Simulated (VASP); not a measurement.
# HfN (P6_3/mmc) in VASP: further runs

The runs below take HfN through single point, with PBEsol.

Program: VASP 6.6.1. These are calculated values, not measurements. Logs are shortened: lines on timing, memory, paths and dates and some standing lists are left out, and cuts for length are marked.

## Step 1: The cell of the first run

It takes space group P6_3/mmc (No. 194, hexagonal). Conventional cell: a = 3.315 Å, b = 3.315 Å, c = 5.197 Å, α = 90.00°, β = 90.00°, γ = 120.00°. Hf (site symmetry -6m2) has 6 N at 2.31 Å within 3.1 Å. Within 3.1 Å of N (site symmetry -3m) lie 6 Hf at 2.31 Å and 2 N at 2.60 Å.

## Step 2: Single point, PBEsol (biaxial strain in the a-b plane: +6.0 %)

INCAR

```
ALGO     = Normal         # electronic algorithm
EDIFF    = 1E-6           # SCF threshold, eV
ENCUT    = 520            # plane-wave cutoff, eV
GGA      = PS             # functional
ISIF     = 2              # what is computed and relaxed
ISMEAR   = 0              # smearing method
LASPH    = T              # aspherical terms in the spheres
LCHARG   = F              # write CHGCAR
LREAL    = F              # projectors in reciprocal space
LWAVE    = F              # write WAVECAR
NBANDS   = 23             # bands
NELM     = 60             # most SCF steps
PREC     = Accurate       # precision mode
SIGMA    = 0.1            # smearing width, eV
```

KPOINTS

```
k-points
0
Gamma
  18 18 10
```

POSCAR

```
HfN
1.0
    3.3153697426      0.0000000000      0.0000000000
   -1.6576848713      2.8711944200      0.0000000000
    0.0000000000      0.0000000000      5.1968622355
Hf N
2 2
Direct
    0.6666666667      0.3333333333      0.7500000000
    0.3333333333      0.6666666667      0.2500000000
    0.0000000000      0.0000000000      0.0000000000
    0.0000000000      0.0000000000      0.5000000000
```

Potentials or basis: VASP PAW PBE potentials, release 64 (Hf_pv, N).

On the command line:

```bash
$ cat potpaw_PBE.64/Hf_pv/POTCAR potpaw_PBE.64/N/POTCAR > POTCAR
$ mpirun -np 1 vasp_std > vasp.out
```

OUTCAR:

```text
EDIFF = 1E-6
   ENCUT = 520
   GGA = PS
   ISIF = 2
   ISMEAR = 0
   LASPH = T
   LREAL = F
   NELM = 60
   PREC = Accurate

 ion  position               nearest neighbor table
   1  0.667  0.333  0.750-   3 2.31   4 2.31   3 2.31   4 2.31   3 2.31   4 2.31   2 3.23   2 3.23
                             2 3.23   2 3.23   2 3.23   2 3.23
   2  0.333  0.667  0.250-   3 2.31   4 2.31   3 2.31   4 2.31   3 2.31   4 2.31   1 3.23   1 3.23
                             1 3.23   1 3.23   1 3.23   1 3.23
   3  0.000  0.000  0.000-   1 2.31   2 2.31   2 2.31   1 2.31   1 2.31   2 2.31
   4  0.000  0.000  0.500-   1 2.31   2 2.31   2 2.31   1 2.31   1 2.31   2 2.31

  LATTYP: Found a hexagonal cell.
 ALAT       =     3.3153697426
 C/A-ratio  =     1.5675060820

  Lattice vectors:

 A1 = (   3.3153697426,   0.0000000000,   0.0000000000)
 A2 = (  -1.6576848713,   2.8711944200,   0.0000000000)
 A3 = (   0.0000000000,   0.0000000000,   5.1968622355)

Analysis of symmetry for initial positions (statically):
=====================================================================
 Subroutine PRICEL returns:
 Original cell was already a primitive cell.

 Routine SETGRP: Setting up the symmetry group for a
 hexagonal supercell.

 Subroutine GETGRP returns: Found 24 space group operations
 (whereof 12 operations were pure point group operations)
 out of a pool of 24 trial point group operations.

The static configuration has the point symmetry D_3d.
 The point group associated with its full space group is D_6h.

Analysis of symmetry for dynamics (positions and initial velocities):
=====================================================================
 Subroutine PRICEL returns:
 Original cell was already a primitive cell.

 Routine SETGRP: Setting up the symmetry group for a
 hexagonal supercell.

 Subroutine GETGRP returns: Found 24 space group operations
 (whereof 12 operations were pure point group operations)
 out of a pool of 24 trial point group operations.

The dynamic configuration has the point symmetry D_3d.
 The point group associated with its full space group is D_6h.

 Subroutine INISYM returns: Found 24 space group operations
 (whereof 12 operations are pure point group operations),
 and found     1 'primitive' translations

----------------------------------------------------------------------------------------

                                     Primitive cell

  volume of cell :      49.4693

  direct lattice vectors                    reciprocal lattice vectors
     3.315369743  0.000000000  0.000000000     0.301625483  0.174143554  0.000000000
    -1.657684871  2.871194420  0.000000000     0.000000000  0.348287108  0.000000000
     0.000000000  0.000000000  5.196862236     0.000000000  0.000000000  0.192423804

  length of vectors
     3.315369743  3.315369743  5.196862236     0.348287108  0.348287108  0.192423804

  position of ions in fractional coordinates (direct lattice)
     0.666666667  0.333333333  0.750000000
     0.333333333  0.666666667  0.250000000
     0.000000000  0.000000000  0.000000000
     0.000000000  0.000000000  0.500000000

  ion indices of the primitive-cell ions
   primitive index   ion index
                 1           1
                 2           2
                 3           3
                 4           4

----------------------------------------------------------------------------------------

 KPOINTS: k-points

Automatic generation of k-mesh.
 Grid dimensions read from file:
 generate k-points for:   18   18   10

 Generating k-lattice:

  Cartesian coordinates                     Fractional coordinates (reciprocal lattice)
     0.016756971  0.009674642  0.000000000     0.055555556 -0.000000000  0.000000000
     0.000000000  0.019349284  0.000000000     0.000000000  0.055555556  0.000000000
     0.000000000  0.000000000  0.019242380     0.000000000  0.000000000  0.100000000

  Length of vectors
     0.019349284  0.019349284  0.019242380

  Shift w.r.t. Gamma in fractional coordinates (k-lattice)
     0.000000000  0.000000000  0.000000000

 Subroutine IBZKPT returns following result:
 ===========================================

 Found    222 irreducible k-points:

 Following reciprocal coordinates:
            Coordinates               Weight
  0.000000  0.000000  0.000000      1.000000
  0.055556  0.000000  0.000000      6.000000
  0.111111  0.000000  0.000000      6.000000
  0.166667  0.000000  0.000000      6.000000
  0.222222  0.000000  0.000000      6.000000
  0.277778  0.000000  0.000000      6.000000
[... 16 lines left out ...]
  0.333333  0.111111  0.000000     12.000000
  0.388889  0.111111  0.000000     12.000000
 [... further k-points ...]
   k-points           NKPTS =    222   k-points in BZ     NKDIM =    222   number of bands    NBANDS=     23
   number of dos      NEDOS =    301   number of ions     NIONS =      4
   total plane-waves  NPLWV =  31360
   dimension x,y,z NGX =    28 NGY =   28 NGZ =   40
   dimension x,y,z NGXF=    56 NGYF=   56 NGZF=   80
   ions per type =               2   2
   NGX,Y,Z   is equivalent  to a cutoff of  14.04, 14.04, 12.80 a.u.
   NGXF,Y,Z  is equivalent  to a cutoff of  28.08, 28.08, 25.59 a.u.
 SYSTEM =  unknown system
   PREC   = accura    normal or accurate (medium, high low for compatibility)
   ISTART =      0    job   : 0-new  1-cont  2-samecut
   ICHARG =      2    charge: 1-file 2-atom 10-const
   ISPIN  =      1    spin polarized calculation?
   LNONCOLLINEAR =      F non collinear calculations
   LSORBIT =      F    spin-orbit coupling
   LASPH  =      T    aspherical Exc in radial PAW
   ENCUT  =  520.0 eV  38.22 Ry    6.18 a.u.   6.16  6.16  9.66*2*pi/ulx,y,z
   NELM   =     60;   NELMIN=  2; NELMDL= -5     # of ELM steps
   EDIFF  = 0.1E-05   stopping-criterion for ELM
   LREAL  =      F    real-space projection
   EDIFFG = 0.1E-04   stopping-criterion for IOM
   NSW    =      0    number of steps for IOM
   IBRION =     -1    ionic relax: 0-MD 1-quasi-New 2-CG
   NFREE  =      0    steps in history (QN), initial steepest desc. (CG)
   ISIF   =      2    stress and relaxation
   ISYM   =      2    0-nonsym 1-usesym 2-fastsym
   POTIM  = 0.5000    time-step for ionic-motion
   TEBEG  =    0.0;   TEEND  =   0.0 temperature during run
   PSTRESS=    0.0 pullay stress
   NELECT =      30.0000    total number of electrons
   NUPDOWN=      -1.0000    fix difference up-down
   EMIN   =  10.00;   EMAX   =-10.00  energy-range for DOS
   EFERMI =   0.00;   METHOD = LEGACY
   ISMEAR =     0;   SIGMA  =   0.10  broadening in eV -4-tet -1-fermi 0-gaus
   EFERMI_NEDOS =   21; number of points for ismear=-14 and -15
   IALGO  =     38    algorithm
   IMIX   =      4    mixing-type and parameters
     AMIX     =   0.40;   BMIX     =  1.00
     AMIX_MAG =   1.60;   BMIX_MAG =  1.00
  volume/ion in A,a.u.               =      12.37        83.46
  Fermi-wavevector in a.u.,A,eV,Ry     =   1.385702  2.618598 26.125517  1.920171
  Thomas-Fermi vector in A             =   2.510088
   LORBIT       =      0    0 simple, 1 ext, 2 COOP (PROOUT), +10 PAW based schemes
   GGA     = PS    functional components
   LHFCALC =     F    Hartree Fock is set to
   AEXX    =    0.0000 exact exchange contribution
   IVDW    =     0    specifies the selected vdW correction
   LEPSILON=     F    determine dielectric tensor
   LRPA    =     F    only Hartree local field effects (RPA)
 non-spin polarized calculation
 Gauss-broadening in eV      SIGMA  =   0.10
  energy-cutoff  :      520.00
  volume of cell :       49.47
 maximum number of plane-waves:      1363
 NGX is ok and might be reduce to    28
   NGX = 13   NGY = 13   NGZ = 19

 number of electron      29.9999997 magnetization

 Free energy of the ion-electron system (eV)
  ---------------------------------------------------
  ext. energy  EPLUGINS =         0.00000000
  ---------------------------------------------------
  free energy    TOTEN  =       -45.20203651 eV

  energy without entropy =      -45.19967842  energy(sigma->0) =      -45.20085747

 E-fermi :   7.1720     XC(G=0): -12.5357

 val. band max:        7.1512735584   @ k =   0.3333   0.2222   0.5000
 cond. band min:       7.1858371998   @ k =   0.2778   0.2778   0.5000
 fundamental gap:      0.0345636414
 Fermi energy:         7.1720295830

 k-point     1 :       0.0000    0.0000    0.0000
  band No.  band energies     occupation
      1     -24.6400      2.00000
      2     -23.8988      2.00000
      3     -23.8988      2.00000
      4     -23.8498      2.00000
      5     -23.8089      2.00000
      6     -23.8089      2.00000
[... 15 lines left out ...]
     22      12.9697      0.00000
     23      12.9697      0.00000

 k-point     2 :       0.0556    0.0000    0.0000
  band No.  band energies     occupation
      1     -24.6317      2.00000
      2     -23.9143      2.00000
      3     -23.9049      2.00000
      4     -23.8526      2.00000
      5     -23.8246      2.00000
      6     -23.8094      2.00000
[... 15 lines left out ...]
     22      12.8510      0.00000
     23      12.9338      0.00000

 k-point     3 :       0.1111    0.0000    0.0000
  band No.  band energies     occupation
      1     -24.6075      2.00000
      2     -23.9596      2.00000
      3     -23.9215      2.00000
      4     -23.8682      2.00000
      5     -23.8609      2.00000
      6     -23.8116      2.00000
[... 15 lines left out ...]
     22      12.5299      0.00000
     23      12.5384      0.00000
[... 495 lines left out ...]
 k-point    23 :       0.3333    0.1111    0.0000
  band No.  band energies     occupation
      1     -24.3680      2.00000
      2     -24.3222      2.00000
      3     -24.2006      2.00000
      4     -24.0595      2.00000
      5     -23.9965      2.00000
      6     -23.8885      2.00000
[... 15 lines left out ...]
     22      12.6461      0.00000
     23      13.1171      0.00000

 k-point    24 :       0.3889    0.1111    0.0000
  band No.  band energies     occupation
      1     -24.4113      2.00000
      2     -24.2749      2.00000
      3     -24.2213      2.00000
      4     -24.0822      2.00000
      5     -24.0282      2.00000
      6     -23.8955      2.00000
[... 15 lines left out ...]
     22      12.5390      0.00000
     23      13.4315      0.00000

 [... further k-points ...]

------------------------ aborting loop because EDIFF is reached ----------------------------------------

  FORCE on cell =-STRESS in cart. coord.  units (eV):
  Direction    XX          YY          ZZ          XY          YZ          ZX
  --------------------------------------------------------------------------------------
  -------------------------------------------------------------------------------------
  Total      -10.3040929    -10.3040929      2.0155257      0.0000000      0.0000000      0.0000000
  in kB     -333.7217952   -333.7217952     65.2774463      0.0000000      0.0000000      0.0000000
  external PRESSURE =    -200.7220481 kB  Pullay stress =       0.0000000 kB

 VOLUME and BASIS-vectors are now :
 -----------------------------------------------------------------------------
  energy-cutoff  :      520.00
  volume of cell :       49.47
      direct lattice vectors                 reciprocal lattice vectors
     3.315369743  0.000000000  0.000000000     0.301625483  0.174143554  0.000000000
    -1.657684871  2.871194420  0.000000000     0.000000000  0.348287108  0.000000000
     0.000000000  0.000000000  5.196862236     0.000000000  0.000000000  0.192423804

 POSITION                                       TOTAL-FORCE (eV/Angst)
 -----------------------------------------------------------------------------------
      1.65768      0.95706      3.89765        -0.000000      0.000000      0.000000
     -0.00000      1.91413      1.29922         0.000000      0.000000      0.000000
      0.00000      0.00000      0.00000         0.000000      0.000000      0.000000
      0.00000      0.00000      2.59843         0.000000      0.000000      0.000000
 -----------------------------------------------------------------------------------
    total drift:                               -0.000000      0.000000     -0.000000

  FREE ENERGIE OF THE ION-ELECTRON SYSTEM (eV)
  ---------------------------------------------------
  free  energy   TOTEN  =       -45.2020365123 eV

  energy  without entropy=      -45.1996784188  energy(sigma->0) =      -45.20085747
```

It took 6.7 min on 1 thread of Intel Xeon 8259CL, shared host; peak memory 0.35 GiB.

Results:

- Free energy: -45.2020 eV
- Pressure: -20.1 GPa
- Band gap on the k mesh: zero (bands 15 and 16 overlap by 2.09 eV)

Levels at points of the mesh, in eV from the Fermi level:
| k point | band 13 | band 14 | band 15 | band 16 | band 17 | band 18 |
| --- | --- | --- | --- | --- | --- | --- |
| (0.00, 0.00, 0.00) | -3.64 | -0.80 | -0.46 | 0.66 | 0.66 | 1.02 |
| (0.50, 0.00, 0.00) | -3.53 | -2.75 | -1.42 | 2.36 | 2.55 | 3.62 |
| (0.00, 0.00, 0.50) | -4.59 | -4.59 | 1.69 | 1.69 | 2.52 | 2.52 |
| (0.50, 0.00, 0.50) | -4.49 | -4.49 | -0.28 | -0.28 | 3.69 | 3.69 |

Caveat: the cell differs from its parent crystal (biaxial strain in the a-b plane: +6.0 %); the cell stands under tension; the PAW data sets were made with another functional, which shifts forces and pressure a little; spin-orbit coupling is left out, which moves the levels of the heavy elements.

## Step 3: Single point, PBEsol (biaxial strain in the a-b plane: +6.0 %, then relaxed in part)

INCAR

```
PREC = Accurate
ENCUT = 520
EDIFF = 1E-6
ISMEAR = 0
SIGMA = 0.1
LREAL = F
LASPH = T
NELM = 80
ALGO = Normal
ISIF = 2
LWAVE = F
LCHARG = F
GGA = PS
NBANDS = 23
```

KPOINTS

```
regular mesh
0
Gamma
  18 18 10
```

POSCAR, as its differences from that of step 2:

```diff
@@ -4,3 +4,3 @@
    -1.6576848713      2.8711944200      0.0000000000
-    0.0000000000      0.0000000000      5.1968622355
+    0.0000000000      0.0000000000      5.2777776203
 Hf N
```

Potentials or basis: VASP PAW PBE potentials, release 64 (Hf_pv, N).

On the command line:

```bash
$ cat potpaw_PBE.64/Hf_pv/POTCAR potpaw_PBE.64/N/POTCAR > POTCAR
$ mpirun -np 1 vasp_std > vasp.out
```

Wall time 6.7 min (1 thread of Intel Xeon 8259CL, shared host); peak memory 0.35 GiB.

The run converged. Its results:

```
Free energy            : -45.2141 eV
Pressure               : -23.2 GPa
Band gap on the k mesh : zero (bands 15 and 16 overlap by 2.05 eV)
```

Stress tensor (GPa, compression positive):
```
-33.95   0.00   0.00
  0.00 -33.95   0.00
  0.00   0.00  -1.60
```

Levels at points of the mesh, in eV from the Fermi level:
```tsv
k point	band 12	band 13	band 14	band 15	band 16	band 17	band 18	band 19
(0.00, 0.00, 0.00)	-3.57	-3.57	-0.97	-0.40	0.65	0.65	0.77	1.10
(0.50, 0.00, 0.00)	-5.23	-3.47	-2.69	-1.59	2.30	2.54	3.50	4.48
(0.00, 0.00, 0.50)	-4.47	-4.47	-4.47	1.64	1.64	2.44	2.44	2.92
(0.50, 0.00, 0.50)	-4.76	-4.43	-4.43	-0.30	-0.30	3.71	3.71	3.75
```

Caveat: the cell differs from its parent crystal (biaxial strain in the a-b plane: +6.0 %, then relaxed in part); the cell stands under tension; the PAW data sets were made with another functional, which shifts forces and pressure a little; spin-orbit coupling is left out, which moves the levels of the heavy elements.
